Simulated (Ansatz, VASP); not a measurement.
# HfC in VASP and in Ansatz

```xyz
2
Lattice="0.0000 2.3250 2.3250 2.3250 0.0000 2.3250 2.3250 2.3250 0.0000" Properties=species:S:1:pos:R:3 pbc="T T T"
Hf    2.3250    2.3250    2.3250
C     0.0000    0.0000    0.0000
```

Alike in both runs: task single point; functional LDA; k mesh 14 × 14 × 14; occupations fermi-dirac, width 0.03 eV; collinear spin.

|  | VASP | Ansatz |
| --- | --- | --- |
| version | VASP 6.6.1 | Ansatz 0.2.0 |
| potentials or method | VASP PAW LDA potentials, release 64 (Hf_pv, C) | PAW with Ansatz's default frozen-core files, scalar-relativistic |
| plane-wave cutoff (eV) | 520 | 420 |
| valence electrons in the cell | 14 | 30 |

|  | VASP | Ansatz | Ansatz less VASP |
| --- | --- | --- | --- |
| pressure (GPa) | -11.6 | -11.9 | -0.31 |
| net moment per atom (μB) | 0.00 | 0.00 | 0.000 |

LDA's correlation is that of Perdew and Zunger in VASP and of Perdew and Wang (1992) in Ansatz. VASP's potentials hold 14 valence electrons a cell and Ansatz's 30, so a difference there can come from the potentials and not from the codes. Ansatz's warnings: seeded moment not kept.

Spin-orbit coupling is off throughout.
